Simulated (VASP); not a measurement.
# Al36H in VASP: single point with PBE+D3(BJ)

Aim: the single point of Al36H with PBE+D3(BJ).

Everything below comes from runs of VASP 6.6.1. Logs are shortened: lines on timing, memory, paths and dates and some standing lists are left out, and cuts for length are marked.

**1. The cell of the first run**

The cell holds a slab with vacuum, 37 atoms: a = 5.629 Å, b = 5.629 Å, c = 35.807 Å, α = 90.00°, β = 90.00°, γ = 120.00°.

**2. Single point, PBE+D3(BJ)**

The input, INCAR:

```
  PREC = Accurate
  ENCUT = 520
  EDIFF = 1E-6
  ISMEAR = 0
  SIGMA = 0.1
  LREAL = Auto
  LASPH = True
  NELM = 100
  ALGO = Normal
  ISIF = 2
  LWAVE = False
  LCHARG = True
  LDIPOL = True
  IDIPOL = 3
  DIPOL = 0.5 0.5 0.378
  GGA = PE
  IVDW = 12
  LELF = True
  LVHAR = True
  LVACPOTAV = True
  NBANDS = 78
```

The input, KPOINTS:

```
Automatic mesh
0
Gamma
  6 6 1
```

The input, POSCAR:

```
Al36H
1.0
    5.6288445221      0.0000000000      0.0000000000
   -2.8144222610      4.8747223501      0.0000000000
    0.0000000000      0.0000000000     35.8073562139
Al H
36 1
Direct
    0.1666666667      0.3333333333      0.1117088895
    0.1666666667      0.8333333333      0.1117088895
    0.6666666667      0.3333333333      0.1117088895
    0.6666666667      0.8333333333      0.1117088895
    0.0000000000      0.0000000000      0.1762280837
    0.0000000000      0.5000000000      0.1762280837
    0.5000000000      0.0000000000      0.1762280837
    0.5000000000      0.5000000000      0.1762280837
    0.3333333333      0.1666666667      0.2407472780
    0.3333333333      0.6666666667      0.2407472780
    0.8333333333      0.1666666667      0.2407472780
    0.8333333333      0.6666666667      0.2407472780
    0.0000000000      0.0000000000      0.3052664723
    0.0000000000      0.5000000000      0.3052664723
    0.5000000000      0.0000000000      0.3052664723
    0.5000000000      0.5000000000      0.3052664723
    0.1666666667      0.3333333333      0.3692823671
    0.1666666667      0.8333333333      0.3692823671
    0.6666666667      0.3333333333      0.3692823671
    0.6666666667      0.8333333333      0.3692823671
    0.0000000000      0.0000000000      0.4332765596
    0.0000000000      0.5000000000      0.4332765596
    0.5000000000      0.0000000000      0.4332765596
    0.5000000000      0.5000000000      0.4332765596
    0.3333333333      0.1666666667      0.4981718464
    0.3333333333      0.6666666667      0.4981718464
    0.8333333333      0.1666666667      0.4981718464
    0.8333333333      0.6666666667      0.4981718464
    0.0000000000      0.0000000000      0.5626837009
    0.0000000000      0.5000000000      0.5626837009
    0.5000000000      0.0000000000      0.5626837009
    0.5000000000      0.5000000000      0.5626837009
    0.1666666667      0.3333333333      0.6285679423
    0.1666666667      0.8333333333      0.6285679423
    0.6666666667      0.3333333333      0.6285679423
    0.6666666667      0.8333333333      0.6285679423
    0.5000000000      0.5000000000      0.6983859982
```

Potentials or basis: VASP PAW PBE potentials, release 64 (Al, H).

Command:

```sh
$ cat potpaw_PBE.64/Al/POTCAR potpaw_PBE.64/H/POTCAR > POTCAR
$ mpirun -np 1 vasp_std > vasp.out
```

OUTCAR:

```text
PREC = Accurate
   ENCUT = 520
   EDIFF = 1E-6
   ISMEAR = 0
   LREAL = Auto
   LASPH = True
   NELM = 100
   ISIF = 2
   GGA = PE
   IVDW = 12
 IVDW          = 12

 ion  position               nearest neighbor table
   1  0.167  0.333  0.112-   2 2.81   2 2.81   3 2.81   3 2.81   4 2.81   4 2.81   5 2.82   8 2.82
                             6 2.82
   2  0.167  0.833  0.112-   1 2.81   1 2.81   4 2.81   4 2.81   3 2.81   3 2.81   6 2.82   7 2.82
                             5 2.82
   3  0.667  0.333  0.112-   4 2.81   4 2.81   1 2.81   1 2.81   2 2.81   2 2.81   7 2.82   6 2.82
                             8 2.82
   4  0.667  0.833  0.112-   3 2.81   3 2.81   2 2.81   2 2.81   1 2.81   1 2.81   8 2.82   5 2.82
                             7 2.82
   5  0.000  0.000  0.176-   6 2.81   6 2.81   7 2.81   7 2.81   8 2.81   8 2.81   1 2.82   4 2.82
                             2 2.82  12 2.82   9 2.82  11 2.82
   6  0.000  0.500  0.176-   5 2.81   5 2.81   8 2.81   8 2.81   7 2.81   7 2.81   2 2.82   3 2.82
                             1 2.82  11 2.82  10 2.82  12 2.82
   7  0.500  0.000  0.176-   8 2.81   8 2.81   5 2.81   5 2.81   6 2.81   6 2.81   3 2.82   2 2.82
                             4 2.82  10 2.82  11 2.82   9 2.82
   8  0.500  0.500  0.176-   7 2.81   7 2.81   6 2.81   6 2.81   5 2.81   5 2.81   4 2.82   1 2.82
                             3 2.82   9 2.82  12 2.82  10 2.82
   9  0.333  0.167  0.241-  10 2.81  10 2.81  11 2.81  11 2.81  12 2.81  12 2.81  16 2.82   8 2.82
[... 40 lines left out ...]
                            27 2.82  33 2.86  36 2.86  34 2.86
  30  0.000  0.500  0.563-  29 2.81  29 2.81  32 2.81  32 2.81  31 2.81  31 2.81  27 2.82  26 2.82
                            28 2.82  34 2.86  35 2.86  33 2.86
  31  0.500  0.000  0.563-  32 2.81  32 2.81  29 2.81  29 2.81  30 2.81  30 2.81  26 2.82  27 2.82
                            25 2.82  35 2.86  34 2.86  36 2.86
  32  0.500  0.500  0.563-  31 2.81  31 2.81  30 2.81  30 2.81  29 2.81  29 2.81  25 2.82  28 2.82
                            26 2.82  36 2.86  33 2.86  35 2.86
  33  0.167  0.333  0.629-  34 2.81  34 2.81  35 2.81  35 2.81  36 2.81  36 2.81  29 2.86  32 2.86
                            30 2.86
  34  0.167  0.833  0.629-  33 2.81  33 2.81  36 2.81  36 2.81  35 2.81  35 2.81  30 2.86  31 2.86
                            29 2.86
  35  0.667  0.333  0.629-  36 2.81  36 2.81  33 2.81  33 2.81  34 2.81  34 2.81  31 2.86  30 2.86
                            32 2.86
  36  0.667  0.833  0.629-  35 2.81  35 2.81  34 2.81  34 2.81  33 2.81  33 2.81  32 2.86  29 2.86
                            31 2.86
  37  0.500  0.500  0.698-

  LATTYP: Found a hexagonal cell.
 ALAT       =     5.6288445221
 C/A-ratio  =     6.3614043830

  Lattice vectors:

 A1 = (   5.6288445221,   0.0000000000,   0.0000000000)
 A2 = (  -2.8144222610,   4.8747223501,   0.0000000000)
 A3 = (   0.0000000000,   0.0000000000,  35.8073562139)

Analysis of symmetry for initial positions (statically):
[... 196 lines left out ...]
   IALGO  =     38    algorithm
   IMIX   =      4    mixing-type and parameters
     AMIX     =   0.40;   BMIX     =  1.00
     AMIX_MAG =   1.60;   BMIX_MAG =  1.00
  volume/ion in A,a.u.               =      26.55       179.20
  Fermi-wavevector in a.u.,A,eV,Ry     =   0.786629  1.486513  8.419080  0.618785
  Thomas-Fermi vector in A             =   1.891206
   LORBIT       =      0    0 simple, 1 ext, 2 COOP (PROOUT), +10 PAW based schemes
   GGA     = PE    functional components
   LHFCALC =     F    Hartree Fock is set to
   AEXX    =    0.0000 exact exchange contribution
   IVDW    =    12    specifies the selected vdW correction
   LEPSILON=     F    determine dielectric tensor
   LRPA    =     F    only Hartree local field effects (RPA)
 non-spin polarized calculation
 Gauss-broadening in eV      SIGMA  =   0.10
  energy-cutoff  :      520.00
  volume of cell :      982.52
 maximum number of plane-waves:     26569
 NGX is ok and might be reduce to    42
   NGX = 21   NGY = 21   NGZ =133

 dipolmoment           0.000000      0.000000     -0.238781 electrons x Angstroem

 number of electron     109.0000001 magnetization

 dipolmoment           0.000000      0.000000      0.236052 electrons x Angstroem

 Free energy of the ion-electron system (eV)
  ---------------------------------------------------
  ext. energy  EPLUGINS =         0.00000000
  ---------------------------------------------------
  free energy    TOTEN  =      -133.01600020 eV

  energy without entropy =     -132.93054463  energy(sigma->0) =     -132.97327241

 E-fermi :   2.9109     XC(G=0):  -6.6592

 val. band max:        2.9052545519   @ k =   0.1667   0.0000   0.0000
 cond. band min:       2.9503506187   @ k =   0.3333  -0.0000   0.0000
 fundamental gap:      0.0450960668
 Fermi energy:         2.9109295104

 k-point     1 :       0.0000    0.0000    0.0000
  band No.  band energies     occupation
      1      -8.3965      2.00000
      2      -8.1316      2.00000
      3      -7.7451      2.00000
      4      -7.1920      2.00000
      5      -6.5129      2.00000
      6      -5.6999      2.00000
[... 472 lines left out ...]
     65       5.5207      0.00000
     66       5.5211      0.00000
 [bands above 66 left out]

------------------------ aborting loop because EDIFF is reached ----------------------------------------

 Edisp (eV)  -11.28025

 E8    (eV) :    -5.1097

  FORCE on cell =-STRESS in cart. coord.  units (eV):
  Direction    XX          YY          ZZ          XY          YZ          ZX
  --------------------------------------------------------------------------------------
  -------------------------------------------------------------------------------------
  Total      -4.09116    -4.09116    -2.21135    -0.00000     0.00000    -0.00000
  in kB      -6.67138    -6.67138    -3.60601    -0.00000     0.00000    -0.00000
  external pressure =       -5.65 kB  Pullay stress =        0.00 kB

 VOLUME and BASIS-vectors are now :
 -----------------------------------------------------------------------------
  energy-cutoff  :      520.00
  volume of cell :      982.52
      direct lattice vectors                 reciprocal lattice vectors
     5.628844522  0.000000000  0.000000000     0.177656355  0.102569944  0.000000000
    -2.814422261  4.874722350  0.000000000     0.000000000  0.205139889  0.000000000
     0.000000000  0.000000000 35.807356214     0.000000000  0.000000000  0.027927222

 POSITION                                       TOTAL-FORCE (eV/Angst)
 -----------------------------------------------------------------------------------
      0.00000      1.62491      4.00000         0.033482      0.019331     -0.104540
     -1.40721      4.06227      4.00000        -0.000000      0.000000     -0.115563
      2.81442      1.62491      4.00000        -0.033482      0.019331     -0.104540
      1.40721      4.06227      4.00000        -0.000000     -0.038662     -0.104540
      0.00000      0.00000      6.31026        -0.001796      0.001037      0.124542
     -1.40721      2.43736      6.31026        -0.000000     -0.002074      0.124542
[... 29 lines left out ...]
      1.40721      4.06227     22.50736        -0.000000     -0.144842      0.440434
      1.40721      2.43736     25.00736        -0.000000      0.000000     -1.247570
 -----------------------------------------------------------------------------------
    total drift:                                0.000001     -0.000001     -0.064912

  FREE ENERGIE OF THE ION-ELECTRON SYSTEM (eV)
  ---------------------------------------------------
  free  energy   TOTEN  =      -144.2962543897 eV

  energy  without entropy=     -144.2107988193  energy(sigma->0) =     -144.25352660

 vacuum level on the upper side and lower side of the slab         8.550         6.975
```

It took 35 min on 1 thread of Intel Xeon 8259CL, shared host; peak memory 1.1 GiB.

Results:

| Property | Result |
| --- | --- |
| Free energy | -144.2963 eV |
| Largest force | 1.248 eV/Å |
| Band gap on the k mesh | zero (an odd number of electrons rules out a gap without spin polarisation) |
| Dispersion energy per atom | -0.305 eV |

Forces in eV/Å, atoms in the order of the input:
```
Al   0.033  0.019 -0.105
Al   0.000  0.000 -0.116
Al  -0.033  0.019 -0.105
Al   0.000 -0.039 -0.105
Al  -0.002  0.001  0.125
Al   0.000 -0.002  0.125
Al   0.002  0.001  0.125
Al   0.000  0.000  0.069
Al   0.000  0.040 -0.021
Al   0.034 -0.020 -0.021
Al   0.000  0.000 -0.032
Al  -0.034 -0.020 -0.021
Al   0.011 -0.006  0.004
Al   0.000  0.013  0.004
Al  -0.011 -0.006  0.004
Al   0.000  0.000  0.063
Al   0.036  0.021  0.002
Al   0.000  0.000  0.000
Al  -0.036  0.021  0.002
Al   0.000 -0.041  0.002
Al   0.017 -0.010  0.040
Al   0.000  0.020  0.040
Al  -0.017 -0.010  0.040
Al   0.000  0.000 -0.022
Al   0.000  0.000 -0.032
Al   0.000  0.000 -0.032
Al   0.000  0.000  0.027
Al   0.000  0.000 -0.032
Al  -0.042  0.024 -0.053
Al   0.000 -0.049 -0.053
Al   0.042  0.024 -0.053
Al   0.000  0.000  0.093
Al   0.125  0.072  0.440
Al   0.000  0.000 -0.036
Al  -0.125  0.072  0.440
Al   0.000 -0.145  0.440
H    0.000  0.000 -1.248
```

The gap in the log of VASP goes by the Fermi energy; the results here count the filled bands.